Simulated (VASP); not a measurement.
# WC (P-6m2) in VASP: notebook

Aim: see how the results for WC move with the level of theory and the settings. Levels: RPBE, PBEsol, revPBE+D4. Tasks: single point.

Program: VASP 6.6.1. These are calculated values, not measurements. Logs are shortened: lines on timing, memory, paths and dates and some standing lists are left out, and cuts for length are marked.

**1. The cell of the first run**

The structure is hexagonal, space group P-6m2 (No. 187). The conventional cell has a = 2.934 Å, b = 2.934 Å, c = 2.855 Å, α = 90.00°, β = 90.00°, γ = 120.00°. Within 2.9 Å of W (site symmetry -6m2) lie 6 C at 2.22 Å and 2 W at 2.86 Å. Within 2.9 Å of C (site symmetry -6m2) lie 6 W at 2.22 Å and 2 C at 2.86 Å.

**2. Single point, RPBE**

Contents of INCAR:

```
ALGO     = Normal         # electronic algorithm
EDIFF    = 1E-6           # SCF threshold, eV
ENCUT    = 600            # plane-wave cutoff, eV
GGA      = RP             # functional
GGA_COMPAT= False        
ISIF     = 2              # what is computed and relaxed
ISMEAR   = 0              # smearing method
LASPH    = True           # aspherical terms in the spheres
LCHARG   = True           # write CHGCAR
LELF     = True           # ELF
LREAL    = False          # projectors in reciprocal space
LVHAR    = True         
LWAVE    = False          # write WAVECAR
NBANDS   = 16             # bands
NELM     = 120            # most SCF steps
PREC     = Accurate       # precision mode
SIGMA    = 0.05           # smearing width, eV
```

Contents of KPOINTS:

```
k-points
0
Gamma
  10 10 8
```

Contents of POSCAR:

```
WC
1.0
    2.9341205313      0.0000000000      0.0000000000
   -1.4670602657      2.5410229179      0.0000000000
    0.0000000000      0.0000000000      2.8554705849
W C
1 1
Direct
    0.0000000000      0.0000000000      0.0000000000
    0.6666666667      0.3333333333      0.5000000000
```

Potentials or basis: VASP PAW PBE potentials, release 64 (W_sv, C).

On the command line:

```bash
$ cat potpaw_PBE.64/W_sv/POTCAR potpaw_PBE.64/C/POTCAR > POTCAR
$ mpirun -np 1 vasp_std > vasp.out
```

OUTCAR:

```text
EDIFF = 1E-6
   ENCUT = 600
   GGA = RP
   ISIF = 2
   ISMEAR = 0
   LASPH = True
   LREAL = False
   NELM = 120
   PREC = Accurate

 ion  position               nearest neighbor table
   1  0.000  0.000  0.000-   2 2.22   2 2.22   2 2.22   2 2.22   2 2.22   2 2.22
   2  0.667  0.333  0.500-   1 2.22   1 2.22   1 2.22   1 2.22   1 2.22   1 2.22

  LATTYP: Found a hexagonal cell.
 ALAT       =     2.9341205313
 C/A-ratio  =     0.9731947118

  Lattice vectors:

 A1 = (   2.9341205313,   0.0000000000,   0.0000000000)
 A2 = (  -1.4670602657,   2.5410229179,   0.0000000000)
 A3 = (   0.0000000000,   0.0000000000,   2.8554705849)

Analysis of symmetry for initial positions (statically):
=====================================================================
 Subroutine PRICEL returns:
 Original cell was already a primitive cell.

 Routine SETGRP: Setting up the symmetry group for a
 hexagonal supercell.

 Subroutine GETGRP returns: Found 12 space group operations
 (whereof 12 operations were pure point group operations)
 out of a pool of 24 trial point group operations.

The static configuration has the point symmetry D_3h.

Analysis of symmetry for dynamics (positions and initial velocities):
=====================================================================
 Subroutine PRICEL returns:
 Original cell was already a primitive cell.

 Routine SETGRP: Setting up the symmetry group for a
 hexagonal supercell.

 Subroutine GETGRP returns: Found 12 space group operations
 (whereof 12 operations were pure point group operations)
 out of a pool of 24 trial point group operations.

The dynamic configuration has the point symmetry D_3h.

 Subroutine INISYM returns: Found 12 space group operations
 (whereof 12 operations are pure point group operations),
 and found     1 'primitive' translations

----------------------------------------------------------------------------------------

                                     Primitive cell

  volume of cell :      21.2894

  direct lattice vectors                    reciprocal lattice vectors
     2.934120531  0.000000000  0.000000000     0.340817628  0.196771149  0.000000000
    -1.467060266  2.541022918  0.000000000     0.000000000  0.393542299  0.000000000
     0.000000000  0.000000000  2.855470585     0.000000000  0.000000000  0.350204973

  length of vectors
     2.934120531  2.934120531  2.855470585     0.393542299  0.393542299  0.350204973

  position of ions in fractional coordinates (direct lattice)
     0.000000000  0.000000000  0.000000000
     0.666666667  0.333333333  0.500000000

  ion indices of the primitive-cell ions
   primitive index   ion index
                 1           1
                 2           2

----------------------------------------------------------------------------------------

 KPOINTS: k-points

Automatic generation of k-mesh.
 Grid dimensions read from file:
 generate k-points for:   10   10    8

 Generating k-lattice:

  Cartesian coordinates                     Fractional coordinates (reciprocal lattice)
     0.034081763  0.019677115  0.000000000     0.100000000 -0.000000000  0.000000000
     0.000000000  0.039354230  0.000000000     0.000000000  0.100000000  0.000000000
     0.000000000  0.000000000  0.043775622     0.000000000  0.000000000  0.125000000

  Length of vectors
     0.039354230  0.039354230  0.043775622

  Shift w.r.t. Gamma in fractional coordinates (k-lattice)
     0.000000000  0.000000000  0.000000000

 Subroutine IBZKPT returns following result:
 ===========================================

 Found     70 irreducible k-points:

 Following reciprocal coordinates:
            Coordinates               Weight
  0.000000  0.000000  0.000000      1.000000
  0.100000 -0.000000  0.000000      6.000000
  0.200000 -0.000000  0.000000      6.000000
  0.300000  0.000000  0.000000      6.000000
  0.400000  0.000000  0.000000      6.000000
  0.500000  0.000000  0.000000      3.000000
[... 16 lines left out ...]
  0.300000  0.100000  0.125000     24.000000
  0.400000  0.100000  0.125000     24.000000
 [... further k-points ...]
   k-points           NKPTS =     70   k-points in BZ     NKDIM =     70   number of bands    NBANDS=     16
   number of dos      NEDOS =    301   number of ions     NIONS =      2
   total plane-waves  NPLWV =  13824
   dimension x,y,z NGX =    24 NGY =   24 NGZ =   24
   dimension x,y,z NGXF=    48 NGYF=   48 NGZF=   48
   ions per type =               1   1
   NGX,Y,Z   is equivalent  to a cutoff of  13.60, 13.60, 13.97 a.u.
   NGXF,Y,Z  is equivalent  to a cutoff of  27.20, 27.20, 27.95 a.u.
 SYSTEM =  unknown system
   PREC   = accura    normal or accurate (medium, high low for compatibility)
   ISTART =      0    job   : 0-new  1-cont  2-samecut
   ICHARG =      2    charge: 1-file 2-atom 10-const
   ISPIN  =      1    spin polarized calculation?
   LNONCOLLINEAR =      F non collinear calculations
   LSORBIT =      F    spin-orbit coupling
[... 108 lines left out ...]
  band No.  band energies     occupation
      1     -63.2283      2.00000
      2     -27.8243      2.00000
      3     -27.3146      2.00000
      4     -27.1601      2.00000
      5      -0.6755      2.00000
      6       4.1768      2.00000
[... 8 lines left out ...]
     15      24.4772      0.00000
     16      27.6718      0.00000

 k-point     6 :       0.5000    0.0000    0.0000
  band No.  band energies     occupation
      1     -63.2235      2.00000
      2     -27.8910      2.00000
      3     -27.3308      2.00000
      4     -27.1506      2.00000
      5      -0.2557      2.00000
      6       3.8725      2.00000
[... 8 lines left out ...]
     15      23.3530      0.00000
     16      28.5808      0.00000

 k-point     7 :       0.1000    0.1000    0.0000
  band No.  band energies     occupation
      1     -63.2607      2.00000
      2     -27.3574      2.00000
      3     -27.2233      2.00000
      4     -27.2106      2.00000
      5      -2.7761      2.00000
      6       6.1987      2.00000
[... 8 lines left out ...]
     15      24.3093      0.00000
     16      28.5354      0.00000

 k-point     8 :       0.2000    0.1000    0.0000
  band No.  band energies     occupation
      1     -63.2465      2.00000
      2     -27.5516      2.00000
      3     -27.2721      2.00000
      4     -27.1956      2.00000
      5      -1.9427      2.00000
      6       5.3148      2.00000
[... 8 lines left out ...]
     15      24.7559      0.00000
     16      28.5539      0.00000

 k-point     9 :       0.3000    0.1000    0.0000
  band No.  band energies     occupation
      1     -63.2323      2.00000
      2     -27.7399      2.00000
      3     -27.3335      2.00000
      4     -27.1678      2.00000
      5      -0.9698      2.00000
      6       4.5123      2.00000
[... 8 lines left out ...]
     15      25.5879      0.00000
     16      27.0053      0.00000
[... 172 lines left out ...]
 k-point    19 :       0.4000    0.0000    0.1250
  band No.  band energies     occupation
      1     -63.2231      2.00000
      2     -27.8098      2.00000
      3     -27.3041      2.00000
      4     -27.2571      2.00000
      5      -0.5420      2.00000
      6       4.1604      2.00000
[... 8 lines left out ...]
     15      24.0434      0.00000
     16      27.5201      0.00000

 k-point    20 :       0.5000    0.0000    0.1250
  band No.  band energies     occupation
      1     -63.2182      2.00000
      2     -27.8760      2.00000
      3     -27.3202      2.00000
      4     -27.2468      2.00000
      5      -0.1695      2.00000
      6       3.8111      2.00000
[... 8 lines left out ...]
     15      23.3996      0.00000
     16      28.3191      0.00000

 k-point    21 :       0.1000    0.1000    0.1250
  band No.  band energies     occupation
      1     -63.2553      2.00000
      2     -27.3506      2.00000
      3     -27.3219      2.00000
      4     -27.2011      2.00000
      5      -2.4552      2.00000
      6       6.3898      2.00000
[... 8 lines left out ...]
     15      24.1093      0.00000
     16      28.1685      0.00000

 k-point    22 :       0.2000    0.1000    0.1250
  band No.  band energies     occupation
      1     -63.2412      2.00000
      2     -27.5397      2.00000
      3     -27.2953      2.00000
      4     -27.2620      2.00000
      5      -1.6859      2.00000
      6       5.5074      2.00000
[... 8 lines left out ...]
     15      24.1623      0.00000
     16      28.2177      0.00000

 k-point    23 :       0.3000    0.1000    0.1250
  band No.  band energies     occupation
      1     -63.2270      2.00000
      2     -27.7262      2.00000
      3     -27.3229      2.00000
      4     -27.2654      2.00000
      5      -0.8079      2.00000
      6       4.6216      2.00000
[... 8 lines left out ...]
     15      24.6579      0.00000
     16      27.1505      0.00000

 k-point    24 :       0.4000    0.1000    0.1250
  band No.  band energies     occupation
      1     -63.2182      2.00000
      2     -27.8390      2.00000
      3     -27.3603      2.00000
      4     -27.2468      2.00000
      5      -0.1635      2.00000
      6       4.0438      2.00000
[... 8 lines left out ...]
     15      23.8474      0.00000
     16      27.9022      0.00000

 [... further k-points ...]
[... 5 lines left out ...]
  --------------------------------------------------------------------------------------
  -------------------------------------------------------------------------------------
  Total        0.1012185      0.1012185      0.1405300     -0.0000000      0.0000000     -0.0000000
  in kB        7.6173932      7.6173932     10.5758498     -0.0000000      0.0000000     -0.0000000
  external PRESSURE =       8.6035454 kB  Pullay stress =       0.0000000 kB

 VOLUME and BASIS-vectors are now :
 -----------------------------------------------------------------------------
  energy-cutoff  :      600.00
  volume of cell :       21.29
      direct lattice vectors                 reciprocal lattice vectors
     2.934120531  0.000000000  0.000000000     0.340817628  0.196771149  0.000000000
    -1.467060266  2.541022918  0.000000000     0.000000000  0.393542299  0.000000000
     0.000000000  0.000000000  2.855470585     0.000000000  0.000000000  0.350204973

 POSITION                                       TOTAL-FORCE (eV/Angst)
 -----------------------------------------------------------------------------------
      0.00000      0.00000      0.00000         0.000000      0.000000      0.000000
      1.46706      0.84701      1.42774        -0.000000     -0.000000      0.000000
 -----------------------------------------------------------------------------------
    total drift:                               -0.000000      0.000000      0.000000

  FREE ENERGIE OF THE ION-ELECTRON SYSTEM (eV)
  ---------------------------------------------------
  free  energy   TOTEN  =       -21.4133613508 eV

  energy  without entropy=      -21.4130513757  energy(sigma->0) =      -21.41320636
```

It took 9.4 s on 1 thread of Intel Xeon Platinum 8559C (Emerald Rapids), shared host; peak memory 0.16 GiB.

Results:

| Property | Result |
| --- | --- |
| Free energy | -21.4134 eV |
| Pressure | 0.9 GPa |
| Band gap on the k mesh | zero (band 9 reaches 11.43 eV, above the bottom of band 10 at 10.27 eV) |

Stress tensor (GPa, compression positive):
```
0.76 0.00 0.00
0.00 0.76 0.00
0.00 0.00 1.06
```

Caveat: the PAW data sets were made with another functional, which shifts forces and pressure a little; spin-orbit coupling is left out, which moves the levels of the heavy elements.

**3. Single point, RPBE (volume scaled by 1.02)**

Contents of INCAR:

```
PREC = Accurate ; ENCUT = 600
EDIFF = 1E-6 ; ISMEAR = 0
SIGMA = 0.05 ; LREAL = False
LASPH = True ; NELM = 120
ALGO = Normal ; ISIF = 2
LWAVE = False ; LCHARG = True
GGA = RP ; LELF = True
LVHAR = True ; NBANDS = 16
GGA_COMPAT = False
```

Contents of KPOINTS:

```
Automatic mesh
0
Gamma
  10 10 8
```

Contents of POSCAR:

```
WC
1.0
    2.9550867526      0.0000000000      0.0000000000
   -1.4775433763      2.5591801982      0.0000000000
    0.0000000000      0.0000000000      2.8713973361
W C
1 1
Direct
    0.0000000000      0.0000000000      0.0000000000
    0.6666666667      0.3333333333      0.5000000000
```

Potentials or basis: VASP PAW PBE potentials, release 64 (W_sv, C).

On the command line:

```bash
$ cat potpaw_PBE.64/W_sv/POTCAR potpaw_PBE.64/C/POTCAR > POTCAR
$ mpirun -np 1 vasp_std > vasp.out
```

Run time: 9.3 s. Hardware: 1 thread of Intel Xeon Platinum 8559C (Emerald Rapids), shared host; peak memory 0.16 GiB.

Results (log left out):

| Property | Result |
| --- | --- |
| Free energy | -21.4064 eV |
| Pressure | -6.3 GPa |
| Band gap on the k mesh | zero (band 9 reaches 11.14 eV, above the bottom of band 10 at 10.02 eV) |

Stress tensor (GPa, compression positive):
```
-6.34  0.00  0.00
 0.00 -6.34  0.00
 0.00  0.00 -6.09
```

Levels at points of the mesh, in eV from the Fermi level:
| k point | band 6 | band 7 | band 8 | band 9 | band 10 | band 11 | band 12 | band 13 |
| --- | --- | --- | --- | --- | --- | --- | --- | --- |
| (0.00, 0.00, 0.00) | -4.03 | -3.15 | -3.15 | 0.14 | 3.07 | 3.07 | 5.43 | 5.43 |
| (0.50, 0.00, 0.00) | -6.82 | -3.35 | -3.34 | -0.46 | 2.25 | 4.27 | 4.57 | 6.64 |
| (0.00, 0.00, 0.50) | -8.33 | -1.92 | -1.92 | -0.50 | -0.50 | 3.58 | 4.41 | 4.41 |
| (0.50, 0.00, 0.50) | -6.16 | -4.10 | -4.07 | 0.23 | 4.15 | 5.01 | 6.24 | 8.76 |

Caveat: the PAW data sets were made with another functional, which shifts forces and pressure a little; spin-orbit coupling is left out, which moves the levels of the heavy elements.

**4. Single point, PBEsol (volume scaled by 1.04)**

Contents of INCAR:

```
SYSTEM = WC
PREC = Accurate ; ENCUT = 600
EDIFF = 1E-6 ; ISMEAR = 0
SIGMA = 0.05 ; LREAL = .FALSE.
LASPH = .TRUE. ; NELM = 120
ALGO = Normal ; ISIF = 2
LWAVE = .FALSE. ; LCHARG = .FALSE.
GGA = PS ; NBANDS = 16
GGA_COMPAT = .FALSE.
```

Contents of KPOINTS:

```
Automatic mesh
0
G
  10 10 8
  0 0 0
```

Contents of POSCAR:

```
WC
1.0
    2.9410425755      0.0000000000      0.0000000000
   -1.4705212877      2.5470175840      0.0000000000
    0.0000000000      0.0000000000      2.8565744446
W C
1 1
Direct
    0.0000000000      0.0000000000      0.0000000000
    0.6666666667      0.3333333333      0.5000000000
```

On the command line:

```bash
$ cat potpaw_PBE.64/W_sv/POTCAR potpaw_PBE.64/C/POTCAR > POTCAR
$ mpirun -np 1 vasp_std > vasp.out
```

It took 8.9 s on 1 thread of Intel Xeon Platinum 8559C (Emerald Rapids), shared host; peak memory 0.16 GiB.

Results (log left out):

| Property | Result |
| --- | --- |
| Free energy | -23.8729 eV |
| Pressure | -13.7 GPa |
| Band gap on the k mesh | zero (band 9 reaches 11.09 eV, above the bottom of band 10 at 9.95 eV) |

Stress tensor (GPa, compression positive):
```
-13.78   0.00   0.00
  0.00 -13.78   0.00
  0.00   0.00 -13.46
```

Levels at points of the mesh, in eV from the Fermi level:
```
           k point  band 7  band 8  band 9  band 10  band 11  band 12
(0.00, 0.00, 0.00)   -3.24   -3.24    0.15     3.09     3.09     5.50
(0.50, 0.00, 0.00)   -3.45   -3.44   -0.46     2.26     4.32     4.65
(0.00, 0.00, 0.50)   -1.98   -1.98   -0.55    -0.55     3.64     4.42
(0.50, 0.00, 0.50)   -4.20   -4.11    0.25     4.22     5.11     6.38
```

Caveat: the PAW data sets were made with another functional, which shifts forces and pressure a little; spin-orbit coupling is left out, which moves the levels of the heavy elements.

**5. Single point, revPBE+D4 (volume scaled by 1.04)**

Contents of INCAR:

```
SYSTEM = WC
  PREC = Accurate
  ENCUT = 600
  EDIFF = 1E-6
  ISMEAR = 0
  SIGMA = 0.05
  LREAL = .FALSE.
  LASPH = .TRUE.
  NELM = 120
  ALGO = Normal
  ISIF = 2
  LWAVE = .FALSE.
  LCHARG = .TRUE.
  GGA = RE
  IVDW = 13
  LELF = .TRUE.
  LVHAR = .TRUE.
  NBANDS = 16
  GGA_COMPAT = .FALSE.
```

Contents of KPOINTS:

```
regular mesh
0
G
  10 10 8
  0 0 0
```

Contents of POSCAR:

```
WC
1.0
    2.9381310793      0.0000000000      0.0000000000
   -1.4690655397      2.5444961543      0.0000000000
    0.0000000000      0.0000000000      2.8591622759
W C
1 1
Direct
    0.0000000000      0.0000000000      0.0000000000
    0.6666666667      0.3333333333      0.5000000000
```

On the command line:

```bash
$ cat potpaw_PBE.64/W_sv/POTCAR potpaw_PBE.64/C/POTCAR > POTCAR
$ mpirun -np 1 vasp_std > vasp.out
```

Run time: 11 s. Hardware: 1 thread of Intel Xeon Platinum 8559C (Emerald Rapids), shared host; peak memory 0.15 GiB.

The run converged. Its results:

| Quantity | Value |
| --- | --- |
| Free energy | -23.1774 eV |
| Pressure | -13.7 GPa |
| Band gap on the k mesh | zero (band 9 reaches 11.35 eV, above the bottom of band 10 at 10.19 eV) |
| Dispersion energy per atom | -0.788 eV |

Stress tensor (GPa, compression positive):
```
-13.75   0.00   0.00
  0.00 -13.75   0.00
  0.00   0.00 -13.48
```

Levels at points of the mesh, in eV from the Fermi level:
```csv
k point,band 6,band 7,band 8,band 9,band 10,band 11,band 12,band 13
"(0.00, 0.00, 0.00)",-4.13,-3.22,-3.22,0.12,3.13,3.13,5.50,5.50
"(0.50, 0.00, 0.00)",-6.90,-3.45,-3.42,-0.47,2.29,4.36,4.68,6.72
"(0.00, 0.00, 0.50)",-8.45,-1.95,-1.95,-0.52,-0.52,3.61,4.45,4.45
"(0.50, 0.00, 0.50)",-6.26,-4.17,-4.12,0.25,4.25,5.11,6.37,8.91
```

Caveat: the PAW data sets were made with another functional, which shifts forces and pressure a little; spin-orbit coupling is left out, which moves the levels of the heavy elements; pairwise dispersion overbinds metals, which lowers pressure and volume.

**6. Overview**

| level | cell | gap on the mesh (eV) | pressure (GPa) |
| --- | --- | --- | --- |
| RPBE | a = 2.934, b = 2.934, c = 2.855 Å, angles 90.0, 90.0, 120.0°, 2 atoms | none | 0.9 |
| RPBE | a = 2.955, b = 2.955, c = 2.871 Å, angles 90.0, 90.0, 120.0°, 2 atoms | none | -6.3 |
| PBEsol | a = 2.941, b = 2.941, c = 2.857 Å, angles 90.0, 90.0, 120.0°, 2 atoms | none | -13.7 |
| revPBE+D4 | a = 2.938, b = 2.938, c = 2.859 Å, angles 90.0, 90.0, 120.0°, 2 atoms | none | -13.7 |

Alike in all rows: task single point; potentials or basis VASP PAW PBE potentials, release 64 (W_sv, C); no spin polarisation; k mesh 10 × 10 × 8; cutoff (eV) 600; smearing gaussian 0.05 eV.

Caveats: the PAW data sets were made with another functional, which shifts forces and pressure a little; spin-orbit coupling is left out, which moves the levels of the heavy elements; pairwise dispersion overbinds metals, which lowers pressure and volume (some runs).

Total energies depend on the potentials used, so only differences within one code and one set of settings carry meaning.
